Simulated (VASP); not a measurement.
# HfN (rocksalt type) (Fm-3m) in VASP: notebook

HfN (rocksalt type) is run at these levels: PBE; tasks: single point.

All numbers are computed with VASP 6.6.1; they aren't measurements. Logs are shortened: lines on timing, memory, paths and dates and some standing lists are left out, and cuts for length are marked.

### Step 1. The cell of the first run

It takes space group Fm-3m (No. 225, cubic). Conventional cell: a = 4.358 Å, b = 4.358 Å, c = 4.358 Å, α = 90.00°, β = 90.00°, γ = 90.00°. Within 2.9 Å of Hf (site symmetry m-3m) lie 6 N at 2.18 Å. Within 2.9 Å of N (site symmetry m-3m) lie 6 Hf at 2.18 Å.

### Step 2. Single point, PBE (volume scaled by 0.88)

File INCAR:

```
SYSTEM = HfN
PREC     = Accurate       ! precision mode
ENCUT    = 520            ! plane-wave cutoff, eV
EDIFF    = 1E-6           ! SCF threshold, eV
ISMEAR   = -1             ! smearing method
SIGMA    = 0.1            ! smearing width, eV
LREAL    = .False.        ! projectors in reciprocal space
LASPH    = .True.         ! aspherical terms in the spheres
NELM     = 100            ! most SCF steps
ALGO     = Normal         ! electronic algorithm
ISIF     = 2              ! what is computed and relaxed
LWAVE    = .False.        ! write WAVECAR
LCHARG   = .False.        ! write CHGCAR
GGA      = PE             ! functional
NBANDS   = 14             ! bands
```

File KPOINTS:

```
regular mesh
0
Gamma
  15 15 15
  0 0 0
```

File POSCAR:

```
HfN
1.0
    0.0000000000      2.1792242741      2.1792242741
    2.1792242741      0.0000000000      2.1792242741
    2.1792242741      2.1792242741      0.0000000000
Hf N
1 1
Direct
    0.0000000000      0.0000000000      0.0000000000
    0.5000000000      0.5000000000      0.5000000000
```

Potentials or basis: VASP PAW PBE potentials, release 64 (Hf_pv, N).

Command:

```bash
> cat potpaw_PBE.64/Hf_pv/POTCAR potpaw_PBE.64/N/POTCAR > POTCAR
> mpirun -np 1 vasp_std > vasp.out
```

OUTCAR:

```text
SYSTEM = HfN
   PREC = Accurate
   ENCUT = 520
   EDIFF = 1E-6
   ISMEAR = -1
   LREAL = .False.
   LASPH = .True.
   NELM = 100
   ISIF = 2
   GGA = PE

 ion  position               nearest neighbor table
   1  0.000  0.000  0.000-   2 2.18   2 2.18   2 2.18   2 2.18   2 2.18   2 2.18
   2  0.500  0.500  0.500-   1 2.18   1 2.18   1 2.18   1 2.18   1 2.18   1 2.18

  LATTYP: Found a face centered cubic cell.
 ALAT       =     4.3584485482

  Lattice vectors:

 A1 = (   0.0000000000,   2.1792242741,   2.1792242741)
 A2 = (   2.1792242741,   0.0000000000,   2.1792242741)
 A3 = (   2.1792242741,   2.1792242741,   0.0000000000)

Analysis of symmetry for initial positions (statically):
=====================================================================
 Subroutine PRICEL returns:
 Original cell was already a primitive cell.

 Routine SETGRP: Setting up the symmetry group for a
 face centered cubic supercell.

 Subroutine GETGRP returns: Found 48 space group operations
 (whereof 48 operations were pure point group operations)
 out of a pool of 48 trial point group operations.

The static configuration has the point symmetry O_h .

Analysis of symmetry for dynamics (positions and initial velocities):
=====================================================================
 Subroutine PRICEL returns:
 Original cell was already a primitive cell.

 Routine SETGRP: Setting up the symmetry group for a
 face centered cubic supercell.

 Subroutine GETGRP returns: Found 48 space group operations
 (whereof 48 operations were pure point group operations)
 out of a pool of 48 trial point group operations.

The dynamic configuration has the point symmetry O_h .

 Subroutine INISYM returns: Found 48 space group operations
 (whereof 48 operations are pure point group operations),
 and found     1 'primitive' translations

----------------------------------------------------------------------------------------

                                     Primitive cell

  volume of cell :      20.6984

  direct lattice vectors                    reciprocal lattice vectors
     0.000000000  2.179224274  2.179224274    -0.229439441  0.229439441  0.229439441
     2.179224274  0.000000000  2.179224274     0.229439441 -0.229439441  0.229439441
     2.179224274  2.179224274  0.000000000     0.229439441  0.229439441 -0.229439441

  length of vectors
     3.081888524  3.081888524  3.081888524     0.397400770  0.397400770  0.397400770

  position of ions in fractional coordinates (direct lattice)
     0.000000000  0.000000000  0.000000000
     0.500000000  0.500000000  0.500000000

  ion indices of the primitive-cell ions
   primitive index   ion index
                 1           1
                 2           2

----------------------------------------------------------------------------------------

 KPOINTS: regular mesh

Automatic generation of k-mesh.
 Grid dimensions read from file:
 generate k-points for:   15   15   15

 Generating k-lattice:

  Cartesian coordinates                     Fractional coordinates (reciprocal lattice)
    -0.015295963  0.015295963  0.015295963     0.066666667  0.000000000  0.000000000
     0.015295963 -0.015295963  0.015295963     0.000000000  0.066666667  0.000000000
     0.015295963  0.015295963 -0.015295963     0.000000000  0.000000000  0.066666667

  Length of vectors
     0.026493385  0.026493385  0.026493385

  Shift w.r.t. Gamma in fractional coordinates (k-lattice)
     0.000000000  0.000000000  0.000000000

 Subroutine IBZKPT returns following result:
 ===========================================

 Found    120 irreducible k-points:

 Following reciprocal coordinates:
            Coordinates               Weight
  0.000000  0.000000  0.000000      1.000000
  0.066667  0.000000  0.000000      8.000000
  0.133333  0.000000  0.000000      8.000000
  0.200000  0.000000  0.000000      8.000000
  0.266667  0.000000  0.000000      8.000000
  0.333333  0.000000  0.000000      8.000000
[... 16 lines left out ...]
  0.133333  0.133333  0.000000      6.000000
  0.200000  0.133333  0.000000     24.000000
 [... further k-points ...]
   k-points           NKPTS =    120   k-points in BZ     NKDIM =    120   number of bands    NBANDS=     14
   number of dos      NEDOS =    301   number of ions     NIONS =      2
   total plane-waves  NPLWV =  13824
   dimension x,y,z NGX =    24 NGY =   24 NGZ =   24
   dimension x,y,z NGXF=    48 NGYF=   48 NGZF=   48
   ions per type =               1   1
   NGX,Y,Z   is equivalent  to a cutoff of  12.95, 12.95, 12.95 a.u.
   NGXF,Y,Z  is equivalent  to a cutoff of  25.89, 25.89, 25.89 a.u.
 SYSTEM =  HfN
   PREC   = accura    normal or accurate (medium, high low for compatibility)
   ISTART =      0    job   : 0-new  1-cont  2-samecut
   ICHARG =      2    charge: 1-file 2-atom 10-const
   ISPIN  =      1    spin polarized calculation?
   LNONCOLLINEAR =      F non collinear calculations
   LSORBIT =      F    spin-orbit coupling
   LASPH  =      T    aspherical Exc in radial PAW
   ENCUT  =  520.0 eV  38.22 Ry    6.18 a.u.   5.73  5.73  5.73*2*pi/ulx,y,z
   NELM   =    100;   NELMIN=  2; NELMDL= -5     # of ELM steps
   EDIFF  = 0.1E-05   stopping-criterion for ELM
   LREAL  =      F    real-space projection
   EDIFFG = 0.1E-04   stopping-criterion for IOM
   NSW    =      0    number of steps for IOM
   IBRION =     -1    ionic relax: 0-MD 1-quasi-New 2-CG
   NFREE  =      0    steps in history (QN), initial steepest desc. (CG)
   ISIF   =      2    stress and relaxation
   ISYM   =      2    0-nonsym 1-usesym 2-fastsym
   POTIM  = 0.5000    time-step for ionic-motion
   TEBEG  =    0.0;   TEEND  =   0.0 temperature during run
   PSTRESS=    0.0 pullay stress
   NELECT =      15.0000    total number of electrons
   NUPDOWN=      -1.0000    fix difference up-down
   EMIN   =  10.00;   EMAX   =-10.00  energy-range for DOS
   EFERMI =   0.00;   METHOD = LEGACY
   ISMEAR =    -1;   SIGMA  =   0.10  broadening in eV -4-tet -1-fermi 0-gaus
   EFERMI_NEDOS =   21; number of points for ismear=-14 and -15
   IALGO  =     38    algorithm
   IMIX   =      4    mixing-type and parameters
     AMIX     =   0.40;   BMIX     =  1.00
     AMIX_MAG =   1.60;   BMIX_MAG =  1.00
  volume/ion in A,a.u.               =      10.35        69.84
  Fermi-wavevector in a.u.,A,eV,Ry     =   1.470483  2.778810 29.420151  2.162320
  Thomas-Fermi vector in A             =   2.585734
   LORBIT       =      0    0 simple, 1 ext, 2 COOP (PROOUT), +10 PAW based schemes
   GGA     = PE    functional components
   LHFCALC =     F    Hartree Fock is set to
   AEXX    =    0.0000 exact exchange contribution
   IVDW    =     0    specifies the selected vdW correction
   LEPSILON=     F    determine dielectric tensor
   LRPA    =     F    only Hartree local field effects (RPA)
 non-spin polarized calculation
  energy-cutoff  :      520.00
  volume of cell :       20.70
 maximum number of plane-waves:       568
   NGX = 11   NGY = 11   NGZ = 11

 number of electron      15.0000000 magnetization

 Free energy of the ion-electron system (eV)
  ---------------------------------------------------
  ext. energy  EPLUGINS =         0.00000000
  ---------------------------------------------------
  free energy    TOTEN  =       -21.46049630 eV

  energy without entropy =      -21.44281265  energy(sigma->0) =      -21.45165448

 E-fermi :   9.3817     XC(G=0): -13.3095

 val. band max:        9.3771060451   @ k =   0.1333   0.0000   0.0000
 cond. band min:       9.4229230176   @ k =  -0.1333   0.0667   0.0000
 fundamental gap:      0.0458169725
 Fermi energy:         9.3817368320

 k-point     1 :       0.0000    0.0000    0.0000
  band No.  band energies     occupation
      1     -21.3409      2.00000
      2     -21.3409      2.00000
      3     -21.3409      2.00000
      4      -8.7729      2.00000
      5       6.2271      2.00000
      6       6.2271      2.00000
      7       6.2271      2.00000
      8       8.9583      1.97145
      9       8.9583      1.97145
     10       8.9583      1.97145
     11      11.6147      0.00000
     12      11.6147      0.00000
     13      12.2743      0.00000
     14      19.2065      0.00000

 k-point     2 :       0.0667    0.0000    0.0000
  band No.  band energies     occupation
      1     -21.4117      2.00000
      2     -21.3461      2.00000
      3     -21.3461      2.00000
      4      -8.6413      2.00000
      5       5.7481      2.00000
      6       5.9164      2.00000
      7       5.9164      2.00000
      8       9.1103      1.87575
      9       9.1330      1.84656
     10       9.1330      1.84656
     11      12.0178      0.00000
     12      12.0178      0.00000
     13      12.5916      0.00000
     14      19.6060      0.00000

 k-point     3 :       0.1333    0.0000    0.0000
  band No.  band energies     occupation
      1     -21.6059      2.00000
      2     -21.3608      2.00000
      3     -21.3608      2.00000
      4      -8.2689      2.00000
      5       4.6898      2.00000
      6       5.2248      2.00000
      7       5.2248      2.00000
      8       9.3771      1.02315
      9       9.5857      0.23024
     10       9.5857      0.23024
     11      13.0427      0.00000
     12      13.0427      0.00000
     13      13.3992      0.00000
     14      20.7094      0.00000
[... 324 lines left out ...]
 k-point    23 :       0.1333    0.1333    0.0000
  band No.  band energies     occupation
      1     -21.5907      2.00000
      2     -21.4165      2.00000
      3     -21.4165      2.00000
      4      -8.1554      2.00000
      5       3.7735      2.00000
      6       5.6665      2.00000
      7       5.6665      2.00000
      8       7.9960      2.00000
      9      10.5568      0.00002
     10      10.5568      0.00002
     11      11.9513      0.00000
     12      12.4957      0.00000
     13      15.2624      0.00000
     14      21.1546      0.00000

 k-point    24 :       0.2000    0.1333    0.0000
  band No.  band energies     occupation
      1     -21.7640      2.00000
      2     -21.4526      2.00000
      3     -21.4382      2.00000
      4      -7.8105      2.00000
      5       3.0431      2.00000
      6       5.1978      2.00000
      7       5.3347      2.00000
      8       7.8931      2.00000
      9      11.1804      0.00000
     10      11.2060      0.00000
     11      12.5256      0.00000
     12      13.0313      0.00000
     13      16.4620      0.00000
     14      22.1008      0.00000

 [... further k-points ...]

------------------------ aborting loop because EDIFF is reached ----------------------------------------

  FORCE on cell =-STRESS in cart. coord.  units (eV):
  Direction    XX          YY          ZZ          XY          YZ          ZX
  --------------------------------------------------------------------------------------
  -------------------------------------------------------------------------------------
  Total        5.3697587      5.3697587      5.3697587     -0.0000000      0.0000000      0.0000000
  in kB      415.6517101    415.6517101    415.6517101     -0.0000000      0.0000000      0.0000000
  external PRESSURE =     415.6517101 kB  Pullay stress =       0.0000000 kB

 VOLUME and BASIS-vectors are now :
 -----------------------------------------------------------------------------
  energy-cutoff  :      520.00
  volume of cell :       20.70
      direct lattice vectors                 reciprocal lattice vectors
     0.000000000  2.179224274  2.179224274    -0.229439441  0.229439441  0.229439441
     2.179224274  0.000000000  2.179224274     0.229439441 -0.229439441  0.229439441
     2.179224274  2.179224274  0.000000000     0.229439441  0.229439441 -0.229439441

 POSITION                                       TOTAL-FORCE (eV/Angst)
 -----------------------------------------------------------------------------------
      0.00000      0.00000      0.00000         0.000000      0.000000     -0.000000
      2.17922      2.17922      2.17922        -0.000000     -0.000000      0.000000
 -----------------------------------------------------------------------------------
    total drift:                                0.000000     -0.000000     -0.000000

  FREE ENERGIE OF THE ION-ELECTRON SYSTEM (eV)
  ---------------------------------------------------
  free  energy   TOTEN  =       -21.4604963041 eV

  energy  without entropy=      -21.4428126512  energy(sigma->0) =      -21.45165448
```

Wall time 17 s (1 thread of AMD EPYC 9R45 (Zen 5), shared host); peak memory 0.13 GiB.

What came out:

- Free energy: -21.4605 eV
- Pressure: 41.6 GPa

Caveat: spin-orbit coupling is left out, which moves the levels of the heavy elements.

(Continued in part 2 of 2.)
